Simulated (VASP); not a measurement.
# C (P6_3/mmc) in VASP: notebook

C is run at these levels: PBE; tasks: single point, relaxation of cell and atoms.

All numbers are computed with VASP 6.6.1; they aren't measurements. Logs are shortened: lines on timing, memory, paths and dates and some standing lists are left out, and cuts for length are marked.

## 1. The cell of the first run

It takes space group P6_3/mmc (No. 194, hexagonal). Conventional cell: a = 2.512 Å, b = 2.512 Å, c = 4.180 Å, α = 90.00°, β = 90.00°, γ = 120.00°. Within 2.1 Å of C (site symmetry 3m) lie 4 C at 1.54 to 1.57 Å.

## 2. Single point, PBE

File INCAR:

```
PREC = Accurate ; ENCUT = 520
EDIFF = 1E-6 ; ISMEAR = 0
SIGMA = 0.01 ; LREAL = F
LASPH = T ; NELM = 100
ALGO = Normal ; ISIF = 2
LWAVE = F ; LCHARG = T
GGA = PE ; LELF = T
LVHAR = T ; NBANDS = 16
```

File KPOINTS:

```
Automatic mesh
0
Gamma
  12 12 8
```

File POSCAR:

```
C
1.0
    2.5115841896      0.0000000000      0.0000000000
   -1.2557920948      2.1750957119      0.0000000000
    0.0000000000      0.0000000000      4.1802244387
C
4
Direct
    0.3333333333      0.6666666667      0.0627288939
    0.6666666667      0.3333333333      0.5627288939
    0.6666666667      0.3333333333      0.9372711061
    0.3333333333      0.6666666667      0.4372711061
```

Potentials or basis: VASP PAW PBE potentials, release 64 (C).

Started as:

```console
$ cat potpaw_PBE.64/C/POTCAR > POTCAR
$ mpirun -np 1 vasp_std > vasp.out
```

OUTCAR:

```text
PREC = Accurate
   ENCUT = 520
   EDIFF = 1E-6
   ISMEAR = 0
   LREAL = F
   LASPH = T
   NELM = 100
   ISIF = 2
   GGA = PE

 ion  position               nearest neighbor table
   1  0.333  0.667  0.063-   3 1.54   3 1.54   3 1.54   4 1.57
   2  0.667  0.333  0.563-   4 1.54   4 1.54   4 1.54   3 1.57
   3  0.667  0.333  0.937-   1 1.54   1 1.54   1 1.54   2 1.57
   4  0.333  0.667  0.437-   2 1.54   2 1.54   2 1.54   1 1.57

  LATTYP: Found a hexagonal cell.
 ALAT       =     2.5115841896
 C/A-ratio  =     1.6643775893

  Lattice vectors:

 A1 = (   2.5115841896,   0.0000000000,   0.0000000000)
 A2 = (  -1.2557920948,   2.1750957119,   0.0000000000)
 A3 = (   0.0000000000,   0.0000000000,   4.1802244387)

Analysis of symmetry for initial positions (statically):
=====================================================================
 Subroutine PRICEL returns:
 Original cell was already a primitive cell.

 Routine SETGRP: Setting up the symmetry group for a
 hexagonal supercell.

 Subroutine GETGRP returns: Found 24 space group operations
 (whereof 12 operations were pure point group operations)
 out of a pool of 24 trial point group operations.

The static configuration has the point symmetry D_3d.
 The point group associated with its full space group is D_6h.

Analysis of symmetry for dynamics (positions and initial velocities):
=====================================================================
 Subroutine PRICEL returns:
 Original cell was already a primitive cell.

 Routine SETGRP: Setting up the symmetry group for a
 hexagonal supercell.

 Subroutine GETGRP returns: Found 24 space group operations
 (whereof 12 operations were pure point group operations)
 out of a pool of 24 trial point group operations.

The dynamic configuration has the point symmetry D_3d.
 The point group associated with its full space group is D_6h.

 Subroutine INISYM returns: Found 24 space group operations
 (whereof 12 operations are pure point group operations),
 and found     1 'primitive' translations

----------------------------------------------------------------------------------------

                                     Primitive cell

  volume of cell :      22.8363

  direct lattice vectors                    reciprocal lattice vectors
     2.511584190  0.000000000  0.000000000     0.398155078  0.229874942  0.000000000
    -1.255792095  2.175095712  0.000000000     0.000000000  0.459749883  0.000000000
     0.000000000  0.000000000  4.180224439     0.000000000  0.000000000  0.239221605

  length of vectors
     2.511584190  2.511584190  4.180224439     0.459749883  0.459749883  0.239221605

  position of ions in fractional coordinates (direct lattice)
     0.333333333  0.666666667  0.062728894
     0.666666667  0.333333333  0.562728894
     0.666666667  0.333333333  0.937271106
     0.333333333  0.666666667  0.437271106

  ion indices of the primitive-cell ions
   primitive index   ion index
                 1           1
                 2           2
                 3           3
                 4           4

----------------------------------------------------------------------------------------

 KPOINTS: Automatic mesh

Automatic generation of k-mesh.
 Grid dimensions read from file:
 generate k-points for:   12   12    8

 Generating k-lattice:

  Cartesian coordinates                     Fractional coordinates (reciprocal lattice)
     0.033179590  0.019156245  0.000000000     0.083333333 -0.000000000  0.000000000
     0.000000000  0.038312490  0.000000000     0.000000000  0.083333333  0.000000000
     0.000000000  0.000000000  0.029902701     0.000000000  0.000000000  0.125000000

  Length of vectors
     0.038312490  0.038312490  0.029902701

  Shift w.r.t. Gamma in fractional coordinates (k-lattice)
     0.000000000  0.000000000  0.000000000

 Subroutine IBZKPT returns following result:
 ===========================================

 Found     95 irreducible k-points:

 Following reciprocal coordinates:
            Coordinates               Weight
  0.000000  0.000000  0.000000      1.000000
  0.083333 -0.000000  0.000000      6.000000
  0.166667 -0.000000  0.000000      6.000000
  0.250000  0.000000  0.000000      6.000000
  0.333333 -0.000000  0.000000      6.000000
  0.416667 -0.000000  0.000000      6.000000
[... 16 lines left out ...]
  0.250000  0.000000  0.125000     12.000000
  0.333333 -0.000000  0.125000     12.000000
 [... further k-points ...]
   k-points           NKPTS =     95   k-points in BZ     NKDIM =     95   number of bands    NBANDS=     16
   number of dos      NEDOS =    301   number of ions     NIONS =      4
   total plane-waves  NPLWV =  12800
   dimension x,y,z NGX =    20 NGY =   20 NGZ =   32
   dimension x,y,z NGXF=    40 NGYF=   40 NGZF=   64
   ions per type =               4
   NGX,Y,Z   is equivalent  to a cutoff of  13.24, 13.24, 12.73 a.u.
   NGXF,Y,Z  is equivalent  to a cutoff of  26.48, 26.48, 25.45 a.u.
 SYSTEM =  unknown system
   PREC   = accura    normal or accurate (medium, high low for compatibility)
   ISTART =      0    job   : 0-new  1-cont  2-samecut
   ICHARG =      2    charge: 1-file 2-atom 10-const
   ISPIN  =      1    spin polarized calculation?
   LNONCOLLINEAR =      F non collinear calculations
   LSORBIT =      F    spin-orbit coupling
   LASPH  =      T    aspherical Exc in radial PAW
   ENCUT  =  520.0 eV  38.22 Ry    6.18 a.u.   4.67  4.67  7.77*2*pi/ulx,y,z
   NELM   =    100;   NELMIN=  2; NELMDL= -5     # of ELM steps
   EDIFF  = 0.1E-05   stopping-criterion for ELM
   LREAL  =      F    real-space projection
   EDIFFG = 0.1E-04   stopping-criterion for IOM
   NSW    =      0    number of steps for IOM
   IBRION =     -1    ionic relax: 0-MD 1-quasi-New 2-CG
   NFREE  =      0    steps in history (QN), initial steepest desc. (CG)
   ISIF   =      2    stress and relaxation
   ISYM   =      2    0-nonsym 1-usesym 2-fastsym
   POTIM  = 0.5000    time-step for ionic-motion
   TEBEG  =    0.0;   TEEND  =   0.0 temperature during run
   PSTRESS=    0.0 pullay stress
   NELECT =      16.0000    total number of electrons
   NUPDOWN=      -1.0000    fix difference up-down
   EMIN   =  10.00;   EMAX   =-10.00  energy-range for DOS
   EFERMI =   0.00;   METHOD = LEGACY
   ISMEAR =     0;   SIGMA  =   0.01  broadening in eV -4-tet -1-fermi 0-gaus
   EFERMI_NEDOS =   21; number of points for ismear=-14 and -15
   IALGO  =     38    algorithm
   IMIX   =      4    mixing-type and parameters
     AMIX     =   0.40;   BMIX     =  1.00
     AMIX_MAG =   1.60;   BMIX_MAG =  1.00
  volume/ion in A,a.u.               =       5.71        38.53
  Fermi-wavevector in a.u.,A,eV,Ry     =   1.454029  2.747715 28.765422  2.114199
  Thomas-Fermi vector in A             =   2.571227
   LORBIT       =      0    0 simple, 1 ext, 2 COOP (PROOUT), +10 PAW based schemes
   GGA     = PE    functional components
   LHFCALC =     F    Hartree Fock is set to
   AEXX    =    0.0000 exact exchange contribution
   IVDW    =     0    specifies the selected vdW correction
   LEPSILON=     F    determine dielectric tensor
   LRPA    =     F    only Hartree local field effects (RPA)
 non-spin polarized calculation
 Gauss-broadening in eV      SIGMA  =   0.01
  energy-cutoff  :      520.00
  volume of cell :       22.84
 maximum number of plane-waves:       640
 NGX is ok and might be reduce to    20
   NGX =  9   NGY =  9   NGZ = 15

 number of electron      16.0000000 magnetization

 Free energy of the ion-electron system (eV)
  ---------------------------------------------------
  ext. energy  EPLUGINS =         0.00000000
  ---------------------------------------------------
  free energy    TOTEN  =       -36.27313112 eV

  energy without entropy =      -36.27313112  energy(sigma->0) =      -36.27313112

 E-fermi :  10.0867     XC(G=0): -13.2128

 val. band max:        9.9188895935   @ k =   0.0000   0.0000   0.0000
 cond. band min:      13.2615499249   @ k =   0.3333   0.3333   0.0000
 fundamental gap:      3.3426603315
 Fermi energy:        10.0866718974

 k-point     1 :       0.0000    0.0000    0.0000
  band No.  band energies     occupation
      1     -11.7765      2.00000
      2      -6.2385      2.00000
      3      -3.6887      2.00000
      4       6.8575      2.00000
      5       6.8575      2.00000
      6       9.4484      2.00000
[... 8 lines left out ...]
     15      23.8361      0.00000
     16      27.5109      0.00000

 k-point     2 :       0.0833   -0.0000    0.0000
  band No.  band energies     occupation
      1     -11.6046      2.00000
      2      -6.0832      2.00000
      3      -3.5288      2.00000
      4       6.0023      2.00000
      5       6.5056      2.00000
      6       9.1931      2.00000
[... 8 lines left out ...]
     15      24.0463      0.00000
     16      27.2922      0.00000

 k-point     3 :       0.1667   -0.0000    0.0000
  band No.  band energies     occupation
      1     -11.0909      2.00000
      2      -5.6195      2.00000
      3      -3.0617      2.00000
      4       4.0020      2.00000
      5       5.7026      2.00000
      6       7.4883      2.00000
[... 8 lines left out ...]
     15      24.6908      0.00000
     16      25.1199      0.00000

 k-point     4 :       0.2500    0.0000    0.0000
  band No.  band energies     occupation
      1     -10.2426      2.00000
      2      -4.8526      2.00000
      3      -2.3449      2.00000
      4       1.6436      2.00000
      5       4.8321      2.00000
      6       5.4086      2.00000
[... 8 lines left out ...]
     15      24.6463      0.00000
     16      25.2650      0.00000
[... 324 lines left out ...]
 k-point    22 :       0.1667   -0.0000    0.1250
  band No.  band energies     occupation
      1     -10.9863      2.00000
      2      -6.3126      2.00000
      3      -2.2011      2.00000
      4       4.0929      2.00000
      5       5.7893      2.00000
      6       7.1758      2.00000
[... 8 lines left out ...]
     15      24.6116      0.00000
     16      25.2788      0.00000

 k-point    23 :       0.2500    0.0000    0.1250
  band No.  band energies     occupation
      1     -10.1389      2.00000
      2      -5.5272      2.00000
      3      -1.5310      2.00000
      4       1.7553      2.00000
      5       4.9210      2.00000
      6       5.0704      2.00000
[... 8 lines left out ...]
     15      24.0841      0.00000
     16      25.3718      0.00000

 k-point    24 :       0.3333   -0.0000    0.1250
  band No.  band energies     occupation
      1      -8.9752      2.00000
      2      -4.4569      2.00000
      3      -1.3845      2.00000
      4       0.1592      2.00000
      5       2.9080      2.00000
      6       4.2064      2.00000
[... 8 lines left out ...]
     15      24.5017      0.00000
     16      26.7283      0.00000

 [... further k-points ...]

------------------------ aborting loop because EDIFF is reached ----------------------------------------

  FORCE on cell =-STRESS in cart. coord.  units (eV):
  Direction    XX          YY          ZZ          XY          YZ          ZX
  --------------------------------------------------------------------------------------
  -------------------------------------------------------------------------------------
  Total        0.0965161      0.0965161      0.0858102      0.0000000      0.0000000      0.0000000
  in kB        6.7714994      6.7714994      6.0203812      0.0000000      0.0000000      0.0000000
  external PRESSURE =       6.5211267 kB  Pullay stress =       0.0000000 kB

 VOLUME and BASIS-vectors are now :
 -----------------------------------------------------------------------------
  energy-cutoff  :      520.00
  volume of cell :       22.84
      direct lattice vectors                 reciprocal lattice vectors
     2.511584190  0.000000000  0.000000000     0.398155078  0.229874942  0.000000000
    -1.255792095  2.175095712  0.000000000     0.000000000  0.459749883  0.000000000
     0.000000000  0.000000000  4.180224439     0.000000000  0.000000000  0.239221605

 POSITION                                       TOTAL-FORCE (eV/Angst)
 -----------------------------------------------------------------------------------
     -0.00000      1.45006      0.26222         0.000000     -0.000000      0.004665
      1.25579      0.72503      2.35233        -0.000000      0.000000      0.004665
      1.25579      0.72503      3.91800        -0.000000      0.000000     -0.004665
     -0.00000      1.45006      1.82789         0.000000     -0.000000     -0.004665
 -----------------------------------------------------------------------------------
    total drift:                               -0.000000      0.000000      0.000000

  FREE ENERGIE OF THE ION-ELECTRON SYSTEM (eV)
  ---------------------------------------------------
  free  energy   TOTEN  =       -36.2731311199 eV

  energy  without entropy=      -36.2731311199  energy(sigma->0) =      -36.27313112
```

It took 11 s on 1 thread of Intel Xeon 6975P-C (Granite Rapids), shared host; peak memory 0.14 GiB.

Results:

```yaml
Free_energy: -36.2731 eV
Pressure: 0.7 GPa
Largest_force: 0.005 eV/Å
Band_gap_on_the_k_mesh: 3.34 eV, indirect (least direct gap 4.96 eV)
```

Forces in eV/Å, atoms in the order of the input:
```
C    0.000  0.000  0.005
C    0.000  0.000  0.005
C    0.000  0.000 -0.005
C    0.000  0.000 -0.005
```

## 3. Relaxation of cell and atoms, PBE

This run uses another cell than the first one, of 5.67 Å³/atom, 0.994 times its volume.

File INCAR:

```
  ALGO = Normal
  EDIFF = 1E-7
  EDIFFG = -0.002
  ENCUT = 600
  GGA = PE
  IBRION = 2
  ISIF = 3
  ISMEAR = 0
  LASPH = T
  LCHARG = F
  LREAL = F
  LWAVE = F
  NELM = 80
  NSW = 80
  PREC = Accurate
  SIGMA = 0.01
```

File KPOINTS:

```
k-points
0
Gamma
  12 12 8
```

File POSCAR:

```
C
1.0
    2.5100000000      0.0000000000      0.0000000000
   -1.2550000000      2.1737237635      0.0000000000
    0.0000000000      0.0000000000      4.1600000000
C
4
Direct
    0.3333333333      0.6666666667      0.0625000000
    0.6666666667      0.3333333333      0.5625000000
    0.6666666667      0.3333333333      0.9375000000
    0.3333333333      0.6666666667      0.4375000000
```

Potentials or basis: VASP PAW PBE potentials, release 64 (C).

Started as:

```console
$ cat potpaw_PBE.64/C/POTCAR > POTCAR
$ mpirun -np 1 vasp_std > vasp.out
```

OUTCAR:

```text
EDIFF = 1E-7
   EDIFFG = -0.002
   ENCUT = 600
   GGA = PE
   IBRION = 2
   ISIF = 3
   ISMEAR = 0
   LASPH = T
   LREAL = F
   NELM = 80
   NSW = 80
   PREC = Accurate

 ion  position               nearest neighbor table
   1  0.333  0.667  0.062-   3 1.54   3 1.54   3 1.54   4 1.56
   2  0.667  0.333  0.562-   4 1.54   4 1.54   4 1.54   3 1.56
   3  0.667  0.333  0.938-   1 1.54   1 1.54   1 1.54   2 1.56
   4  0.333  0.667  0.438-   2 1.54   2 1.54   2 1.54   1 1.56

  LATTYP: Found a hexagonal cell.
 ALAT       =     2.5100000000
 C/A-ratio  =     1.6573705179

  Lattice vectors:

 A1 = (   2.5100000000,   0.0000000000,   0.0000000000)
 A2 = (  -1.2550000000,   2.1737237635,   0.0000000000)
 A3 = (   0.0000000000,   0.0000000000,   4.1600000000)

Analysis of symmetry for initial positions (statically):
=====================================================================
 Subroutine PRICEL returns:
 Original cell was already a primitive cell.
[... 348 lines left out ...]
      8       9.8944      2.00000
      9      14.8906      0.00000
     10      14.8906      0.00000
     11      15.1987      0.00000
     12      17.9658      0.00000
[... 458 lines left out ...]
--------------------------------------- Ionic step        8  -------------------------------------------

 number of electron      16.0000000 magnetization

 Free energy of the ion-electron system (eV)
  ---------------------------------------------------
  ext. energy  EPLUGINS =         0.00000000
  ---------------------------------------------------
  free energy    TOTEN  =       -36.28187725 eV

  energy without entropy =      -36.28187725  energy(sigma->0) =      -36.28187725

 E-fermi :  10.0644     XC(G=0): -13.2125

 val. band max:        9.9183986598   @ k =   0.0000   0.0000   0.0000
 cond. band min:      13.2596786136   @ k =   0.3333   0.3333   0.0000
 fundamental gap:      3.3412799538
 Fermi energy:        10.0643771548

 k-point     1 :       0.0000    0.0000    0.0000
  band No.  band energies     occupation
      1     -11.7774      2.00000
      2      -6.2392      2.00000
      3      -3.6913      2.00000
      4       6.8559      2.00000
      5       6.8559      2.00000
      6       9.4448      2.00000
      7       9.9184      2.00000
      8       9.9184      2.00000
      9      14.8797      0.00000
     10      14.8797      0.00000
     11      15.2511      0.00000
     12      17.9685      0.00000
[... 376 lines left out ...]
  FREE ENERGIE OF THE ION-ELECTRON SYSTEM (eV)
  ---------------------------------------------------
  free  energy   TOTEN  =       -36.2818772528 eV

  energy  without entropy=      -36.2818772528  energy(sigma->0) =      -36.28187725

 reached required accuracy - stopping structural energy minimisation
```

OSZICAR:

```text
N       E                     dE             d eps       ncg     rms          rms(c)
DAV:   1     0.382489547519E+02    0.38249E+02   -0.95023E+03  2280   0.145E+03
[... 52 lines left out ...]
DAV:   2    -0.362818771539E+02    0.38804E-06   -0.72756E-07  2888   0.815E-03    0.250E-03
DAV:   3    -0.362818769049E+02    0.24900E-06   -0.33606E-07  2580   0.562E-03    0.310E-04
DAV:   4    -0.362818769033E+02    0.16174E-08   -0.24784E-08  1232   0.137E-03
   7 F= -.36281877E+02 E0= -.36281877E+02  d E =-.726025E-07
       N       E                     dE             d eps       ncg     rms          rms(c)
DAV:   1    -0.362818773067E+02   -0.40179E-06   -0.88481E-06  2436   0.298E-02    0.196E-03
DAV:   2    -0.362818772528E+02    0.53863E-07   -0.14211E-07  2464   0.363E-03
   8 F= -.36281877E+02 E0= -.36281877E+02  d E =-.422144E-06
```

Run time: 41 s. Hardware: 1 thread of Intel Xeon 6975P-C (Granite Rapids), shared host; peak memory 0.15 GiB.

What came out:

```
Free energy                            : -36.2819 eV
Relaxed volume                         : 5.71 Å³/atom
Relaxed cell                           : a = 2.512 Å, b = 2.512 Å, c = 4.180 Å, α = 90.00°, β = 90.00°, γ = 120.00°
Space group after relaxing (to 0.05 Å) : P6_3/mmc (No. 194)
Energy gained by relaxing              : 0.6 meV/atom
Ionic steps                            : 8
Pressure after relaxing                : 0.0 GPa
Band gap on the k mesh                 : 3.34 eV, indirect (least direct gap 4.96 eV)
```

The path:
| step | energy change (eV) | largest force (eV/Å) | pressure (GPa) | volume (Å³) |
| --- | --- | --- | --- | --- |
| 1 | 0.0000 | 0.0745 | 2.74 | 22.70 |
| 2 | 0.0020 | 0.1905 | -3.46 | 23.02 |
| 3 | -0.0024 | 0.0383 | 0.07 | 22.83 |
| 4 | -0.0024 | 0.0360 | 0.12 | 22.83 |
| 5 | -0.0023 | 0.0695 | -0.14 | 22.85 |
| 6 | -0.0024 | 0.0016 | 0.03 | 22.84 |
| 7 | -0.0024 | 0.0014 | -0.03 | 22.84 |
| 8 | -0.0024 | 0.0001 | -0.01 | 22.84 |

Final structure:
```cif
data_structure
_symmetry_space_group_name_H-M 'P 1'
_symmetry_Int_Tables_number 1
_cell_length_a 2.5116
_cell_length_b 2.5116
_cell_length_c 4.1801
_cell_angle_alpha 90.000
_cell_angle_beta 90.000
_cell_angle_gamma 120.000
_cell_volume 22.84
loop_
_atom_site_label
_atom_site_type_symbol
_atom_site_fract_x
_atom_site_fract_y
_atom_site_fract_z
_atom_site_occupancy
C1 C 0.33333 0.66667 0.06274 1
C2 C 0.66667 0.33333 0.56274 1
C3 C 0.66667 0.33333 0.93726 1
C4 C 0.33333 0.66667 0.43726 1
```
